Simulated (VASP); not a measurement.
# MgSi4O8 (P-6m2) in VASP: single point with PBE

Aim: the single point of MgSi4O8 with PBE.

Program: VASP 6.6.1. These are calculated values, not measurements. Logs are shortened: lines on timing, memory, paths and dates and some standing lists are left out, and cuts for length are marked.

## Step 1: The cell of the first run

It takes space group P-6m2 (No. 187, hexagonal). Conventional cell: a = 5.244 Å, b = 5.244 Å, c = 8.563 Å, α = 90.00°, β = 90.00°, γ = 120.00°. Within 4.0 Å of Mg (site symmetry -6m2) lie 15 O at 3.03 to 3.32 Å and 6 Si at 3.43 Å. Within 1.8 Å of Si (site symmetry 3m) lie 4 O at 1.37 to 1.61 Å. Within 2.1 Å of Si (site symmetry 3m) lie 4 O at 1.61 to 1.88 Å. O (site symmetry m) has 1 Si at 1.37 Å within 1.8 Å. O (site symmetry -6m2) has 2 Si at 1.61 Å within 2.1 Å. Within 2.1 Å of O (site symmetry -6m2) lie 2 Si at 1.61 Å.

## Step 2: Single point, PBE, collinear spin, ferromagnetic start

Contents of INCAR:

```
SYSTEM = MgSi4O8
PREC = Accurate
ENCUT = 520
EDIFF = 1E-6
ISMEAR = 0
SIGMA = 0.1
LREAL = .FALSE.
LASPH = .TRUE.
NELM = 150
ALGO = Normal
ISIF = 2
LWAVE = .FALSE.
LCHARG = .FALSE.
ISPIN = 2
MAGMOM = 0 0 0 0 0 1 1 1 1 1 1 1 1
LORBIT = 11
GGA = PE
NBANDS = 49
```

Contents of KPOINTS:

```
regular mesh
0
G
  6 6 2
  0 0 0
```

Contents of POSCAR:

```
MgSi4O8
1.0
    5.2437431400      0.0000000000      0.0000000000
   -2.6218715700      4.5412147700      0.0000000000
    0.0000000000      0.0000000000      8.5629971600
Mg Si O
1 4 8
Direct
    0.0000000000      0.0000000000      0.0000000000
    0.3333333300      0.6666666700      0.6874999900
    0.6666666700      0.3333333300      0.1874999900
    0.6666666700      0.3333333300      0.8125000100
    0.3333333300      0.6666666700      0.3125000100
    0.0712146200      0.5356073100      0.7656294900
    0.4643926900      0.5356073100      0.7656294900
    0.4643926900      0.9287853800      0.7656294900
    0.3333333300      0.6666666700      0.5000000000
    0.6666666700      0.3333333300      0.0000000000
    0.4643926900      0.9287853800      0.2343705100
    0.4643926900      0.5356073100      0.2343705100
    0.0712146200      0.5356073100      0.2343705100
```

Potentials or basis: VASP PAW PBE potentials, release 64 (Mg, Si, O).

Launch:

```sh
> cat potpaw_PBE.64/Mg/POTCAR potpaw_PBE.64/Si/POTCAR potpaw_PBE.64/O/POTCAR > POTCAR
> mpirun -np 1 vasp_std > vasp.out
```

OUTCAR:

```text
SYSTEM = MgSi4O8
   PREC = Accurate
   ENCUT = 520
   EDIFF = 1E-6
   ISMEAR = 0
   LREAL = .FALSE.
   LASPH = .TRUE.
   NELM = 150
   ISIF = 2
   ISPIN = 2
   LORBIT = 11
   GGA = PE

 ion  position               nearest neighbor table
   1  0.000  0.000  0.000-
   2  0.333  0.667  0.687-   8 1.37   6 1.37   7 1.37   9 1.61
   3  0.667  0.333  0.187-  10 1.61  11 1.88  13 1.88  12 1.88
   4  0.667  0.333  0.813-  10 1.61   8 1.88   6 1.88   7 1.88
   5  0.333  0.667  0.313-  11 1.37  13 1.37  12 1.37   9 1.61
   6  0.071  0.536  0.766-   2 1.37   4 1.88
   7  0.464  0.536  0.766-   2 1.37   4 1.88
   8  0.464  0.929  0.766-   2 1.37   4 1.88
   9  0.333  0.667  0.500-   2 1.61   5 1.61
  10  0.667  0.333  0.000-   3 1.61   4 1.61
  11  0.464  0.929  0.234-   5 1.37   3 1.88
  12  0.464  0.536  0.234-   5 1.37   3 1.88
  13  0.071  0.536  0.234-   5 1.37   3 1.88

  LATTYP: Found a hexagonal cell.
 ALAT       =     5.2437431400
 C/A-ratio  =     1.6329932515

  Lattice vectors:

 A1 = (   5.2437431400,   0.0000000000,   0.0000000000)
 A2 = (  -2.6218715700,   4.5412147700,   0.0000000000)
 A3 = (   0.0000000000,   0.0000000000,   8.5629971600)

Analysis of symmetry for initial positions (statically):
=====================================================================
 Subroutine PRICEL returns:
 Original cell was already a primitive cell.

 Routine SETGRP: Setting up the symmetry group for a
 hexagonal supercell.

 Subroutine GETGRP returns: Found 12 space group operations
 (whereof 12 operations were pure point group operations)
 out of a pool of 24 trial point group operations.

The static configuration has the point symmetry D_3h.

Analysis of symmetry for dynamics (positions and initial velocities):
=====================================================================
 Subroutine PRICEL returns:
 Original cell was already a primitive cell.

 Routine SETGRP: Setting up the symmetry group for a
 hexagonal supercell.

 Subroutine GETGRP returns: Found 12 space group operations
 (whereof 12 operations were pure point group operations)
 out of a pool of 24 trial point group operations.

The dynamic configuration has the point symmetry D_3h.

Analysis of structural, dynamic, and magnetic symmetry:
=====================================================================
 Subroutine PRICEL returns:
 Original cell was already a primitive cell.

 Routine SETGRP: Setting up the symmetry group for a
 hexagonal supercell.

 Subroutine GETGRP returns: Found 12 space group operations
 (whereof 12 operations were pure point group operations)
 out of a pool of 24 trial point group operations.

The overall configuration has the point symmetry D_3h.

 Subroutine INISYM returns: Found 12 space group operations
 (whereof 12 operations are pure point group operations),
 and found     1 'primitive' translations

----------------------------------------------------------------------------------------

                                     Primitive cell

  volume of cell :     203.9103

  direct lattice vectors                    reciprocal lattice vectors
     5.243743140  0.000000000  0.000000000     0.190703468  0.110102698  0.000000000
    -2.621871570  4.541214770  0.000000000     0.000000000  0.220205397  0.000000000
     0.000000000  0.000000000  8.562997160     0.000000000  0.000000000  0.116781541

  length of vectors
     5.243743140  5.243743140  8.562997160     0.220205397  0.220205397  0.116781541

  position of ions in fractional coordinates (direct lattice)
     0.000000000  0.000000000  0.000000000
     0.333333330  0.666666670  0.687499990
     0.666666670  0.333333330  0.187499990
     0.666666670  0.333333330  0.812500010
     0.333333330  0.666666670  0.312500010
     0.071214620  0.535607310  0.765629490
     0.464392690  0.535607310  0.765629490
     0.464392690  0.928785380  0.765629490
     0.333333330  0.666666670  0.500000000
     0.666666670  0.333333330  0.000000000
     0.464392690  0.928785380  0.234370510
[... 78 lines left out ...]
   NELM   =    150;   NELMIN=  2; NELMDL= -5     # of ELM steps
   EDIFF  = 0.1E-05   stopping-criterion for ELM
   LREAL  =      F    real-space projection
   EDIFFG = 0.1E-04   stopping-criterion for IOM
   NSW    =      0    number of steps for IOM
   IBRION =     -1    ionic relax: 0-MD 1-quasi-New 2-CG
   NFREE  =      0    steps in history (QN), initial steepest desc. (CG)
   ISIF   =      2    stress and relaxation
   ISYM   =      2    0-nonsym 1-usesym 2-fastsym
   POTIM  = 0.5000    time-step for ionic-motion
   TEBEG  =    0.0;   TEEND  =   0.0 temperature during run
   PSTRESS=    0.0 pullay stress
   NELECT =      66.0000    total number of electrons
   NUPDOWN=      -1.0000    fix difference up-down
   EMIN   =  10.00;   EMAX   =-10.00  energy-range for DOS
   EFERMI =   0.00;   METHOD = LEGACY
   ISMEAR =     0;   SIGMA  =   0.10  broadening in eV -4-tet -1-fermi 0-gaus
   EFERMI_NEDOS =   21; number of points for ismear=-14 and -15
   IALGO  =     38    algorithm
   IMIX   =      4    mixing-type and parameters
     AMIX     =   0.40;   BMIX     =  1.00
     AMIX_MAG =   1.60;   BMIX_MAG =  1.00
  volume/ion in A,a.u.               =      15.69       105.85
  Fermi-wavevector in a.u.,A,eV,Ry     =   1.124026  2.124101 17.190072  1.263435
  Thomas-Fermi vector in A             =   2.260696
   LORBIT       =     11    0 simple, 1 ext, 2 COOP (PROOUT), +10 PAW based schemes
   GGA     = PE    functional components
   LHFCALC =     F    Hartree Fock is set to
   AEXX    =    0.0000 exact exchange contribution
   IVDW    =     0    specifies the selected vdW correction
   LEPSILON=     F    determine dielectric tensor
   LRPA    =     F    only Hartree local field effects (RPA)
 spin polarized calculation
 Gauss-broadening in eV      SIGMA  =   0.10
  energy-cutoff  :      520.00
  volume of cell :      203.91
 maximum number of plane-waves:      5516
 NGX is ok and might be reduce to    40
   NGX = 19   NGY = 19   NGZ = 31

 number of electron      65.9999966 magnetization      -0.0378394

 number of electron      65.9999966 magnetization       0.0037951

 Free energy of the ion-electron system (eV)
  ---------------------------------------------------
  ext. energy  EPLUGINS =         0.00000000
  ---------------------------------------------------
  free energy    TOTEN  =       -74.30067616 eV

  energy without entropy =      -74.28961044  energy(sigma->0) =      -74.29514330

 E-fermi :   3.7650     XC(G=0):  -8.1622

 val. band max:        3.7568842440   @ k =   0.0000   0.0000   0.5000
 cond. band min:       3.8772338284   @ k =   0.0000   0.0000   0.0000
 fundamental gap:      0.1203495844
 Fermi energy:         3.7650019698

 spin component 1

 k-point     1 :       0.0000    0.0000    0.0000
  band No.  band energies     occupation
      1     -20.2269      1.00000
      2     -19.9925      1.00000
      3     -19.0561      1.00000
      4     -17.3419      1.00000
      5     -17.2569      1.00000
      6     -17.2569      1.00000
[... 661 lines left out ...]
     44       9.5108      0.00000
     45       9.5460      0.00000
 Fermi energy:         3.7650019698

 spin component 2

 k-point     1 :       0.0000    0.0000    0.0000
  band No.  band energies     occupation
      1     -20.2269      1.00000
      2     -19.9925      1.00000
      3     -19.0558      1.00000
      4     -17.3419      1.00000
      5     -17.2569      1.00000
      6     -17.2569      1.00000
[... 661 lines left out ...]
     44       9.5116      0.00000
     45       9.5461      0.00000
 [bands above 45 left out]

------------------------ aborting loop because EDIFF is reached ----------------------------------------

  FORCE on cell =-STRESS in cart. coord.  units (eV):
  Direction    XX          YY          ZZ          XY          YZ          ZX
  --------------------------------------------------------------------------------------
  -------------------------------------------------------------------------------------
  Total       50.2925635     50.2925635     34.3808594     -0.0000000     -0.0000000      0.0000000
  in kB      395.1619352    395.1619352    270.1394798     -0.0000000     -0.0000000      0.0000000
  external PRESSURE =     353.4877834 kB  Pullay stress =       0.0000000 kB

 VOLUME and BASIS-vectors are now :
 -----------------------------------------------------------------------------
  energy-cutoff  :      520.00
  volume of cell :      203.91
      direct lattice vectors                 reciprocal lattice vectors
     5.243743140  0.000000000  0.000000000     0.190703468  0.110102698  0.000000000
    -2.621871570  4.541214770  0.000000000     0.000000000  0.220205397  0.000000000
     0.000000000  0.000000000  8.562997160     0.000000000  0.000000000  0.116781541

 POSITION                                       TOTAL-FORCE (eV/Angst)
 -----------------------------------------------------------------------------------
      0.00000      0.00000      0.00000        -0.000000     -0.000000     -0.000000
     -0.00000      3.02748      5.88706         0.000000     -0.000000    -21.408946
      2.62187      1.51374      1.60556         0.000000     -0.000000      2.198367
      2.62187      1.51374      6.95744         0.000000     -0.000000     -2.198367
     -0.00000      3.02748      2.67594         0.000000     -0.000000     21.408946
     -1.03086      2.43231      6.55608       -21.124796    -12.196407      7.982650
      1.03086      2.43231      6.55608        21.124796    -12.196407      7.982650
     -0.00000      4.21781      6.55608         0.000000     24.392813      7.982650
     -0.00000      3.02748      4.28150        -0.000000     -0.000000     -0.000000
      2.62187      1.51374      0.00000         0.000000     -0.000000     -0.000000
     -0.00000      4.21781      2.00691         0.000000     24.392813     -7.982650
      1.03086      2.43231      2.00691        21.124796    -12.196407     -7.982650
     -1.03086      2.43231      2.00691       -21.124796    -12.196407     -7.982650
 -----------------------------------------------------------------------------------
    total drift:                                0.000004     -0.000002     -0.000000

  FREE ENERGIE OF THE ION-ELECTRON SYSTEM (eV)
  ---------------------------------------------------
  free  energy   TOTEN  =       -74.3006761565 eV

  energy  without entropy=      -74.2896104414  energy(sigma->0) =      -74.29514330

 total charge

# of ion       s       p       d       tot
------------------------------------------
    1        0.369   0.011   0.003   0.382
    2        0.845   1.587   0.000   2.432
    3        0.606   0.732   0.000   1.338
    4        0.606   0.732   0.000   1.338
    5        0.845   1.587   0.000   2.432
    6        1.596   3.745   0.000   5.340
    7        1.596   3.745   0.000   5.340
    8        1.596   3.745   0.000   5.340
    9        1.546   3.731   0.000   5.276
   10        1.555   3.704   0.000   5.259
   11        1.596   3.745   0.000   5.340
   12        1.596   3.745   0.000   5.340
   13        1.596   3.745   0.000   5.340
--------------------------------------------------
tot         15.943  34.551   0.003  50.497

 magnetization (x)

# of ion       s       p       d       tot
------------------------------------------
    1        0.001   0.000   0.000   0.001
    2       -0.000   0.000   0.000  -0.000
    3       -0.000  -0.000   0.000  -0.000
    4       -0.000  -0.000   0.000  -0.000
    5       -0.000   0.000   0.000  -0.000
    6       -0.000   0.000   0.000   0.000
    7       -0.000   0.000   0.000   0.000
    8       -0.000   0.000   0.000   0.000
    9       -0.000  -0.000   0.000  -0.000
   10       -0.000   0.000   0.000   0.000
   11       -0.000   0.000   0.000   0.000
   12       -0.000   0.000   0.000   0.000
   13       -0.000   0.000   0.000   0.000
--------------------------------------------------
tot          0.001   0.000   0.000   0.001
```

Run time: 2.7 min. Hardware: 1 thread of AMD EPYC 9R45 (Zen 5), shared host; peak memory 0.47 GiB.

Results:

| Item | Value |
| --- | --- |
| Free energy | -74.3007 eV |
| Pressure | 35.3 GPa |
| Largest force | 25.666 eV/Å |
| Band gap on the k mesh | zero (filled and empty bands overlap) |
| Net moment | 0.00 μB per cell |
| Valence electrons inside the program's atomic spheres | Mg 0.38; Si 2.43, 1.34; O 5.34, 5.28, 5.26 |

Forces in eV/Å, atoms in the order of the input:
```
Mg    0.000   0.000   0.000
Si    0.000   0.000 -21.409
Si    0.000   0.000   2.198
Si    0.000   0.000  -2.198
Si    0.000   0.000  21.409
O   -21.125 -12.196   7.983
O    21.125 -12.196   7.983
O     0.000  24.393   7.983
O     0.000   0.000   0.000
O     0.000   0.000   0.000
O     0.000  24.393  -7.983
O    21.125 -12.196  -7.983
O   -21.125 -12.196  -7.983
```

Stress tensor (GPa, compression positive):
```
39.52  0.00  0.00
 0.00 39.52  0.00
 0.00  0.00 27.01
```

Levels at points of the mesh, in eV from the Fermi level:
Spin up:
| k point | band 29 | band 30 | band 31 | band 32 | band 33 | band 34 | band 35 | band 36 | band 37 | band 38 |
| --- | --- | --- | --- | --- | --- | --- | --- | --- | --- | --- |
| (0.00, 0.00, 0.00) | -3.61 | -3.61 | -3.02 | -3.01 | -1.17 | -0.16 | 0.11 | 2.54 | 2.57 | 3.36 |
| (0.50, 0.00, 0.00) | -4.28 | -3.99 | -3.56 | -3.39 | -0.12 | 0.76 | 1.28 | 2.49 | 2.67 | 3.74 |
| (0.00, 0.00, 0.50) | -3.66 | -3.66 | -3.01 | -3.01 | -1.00 | -0.21 | -0.01 | 2.16 | 3.35 | 3.35 |
| (0.50, 0.00, 0.50) | -4.20 | -3.95 | -3.51 | -3.46 | -0.11 | 0.92 | 1.03 | 2.34 | 2.87 | 4.00 |
Spin down:
| k point | band 30 | band 31 | band 32 | band 33 | band 34 | band 35 | band 36 | band 37 |
| --- | --- | --- | --- | --- | --- | --- | --- | --- |
| (0.00, 0.00, 0.00) | -3.61 | -3.02 | -3.01 | -1.17 | -0.16 | 0.11 | 2.54 | 2.57 |
| (0.50, 0.00, 0.00) | -3.99 | -3.56 | -3.39 | -0.11 | 0.76 | 1.28 | 2.49 | 2.67 |
| (0.00, 0.00, 0.50) | -3.66 | -3.01 | -3.01 | -0.99 | -0.21 | -0.01 | 2.16 | 3.35 |
| (0.50, 0.00, 0.50) | -3.95 | -3.51 | -3.46 | -0.11 | 0.92 | 1.03 | 2.35 | 2.87 |

Caveat: the k points lie up to 0.37 Å⁻¹ apart; forces of over 1 eV/Å act on the atoms, so gaps and moduli don't describe the material at rest.
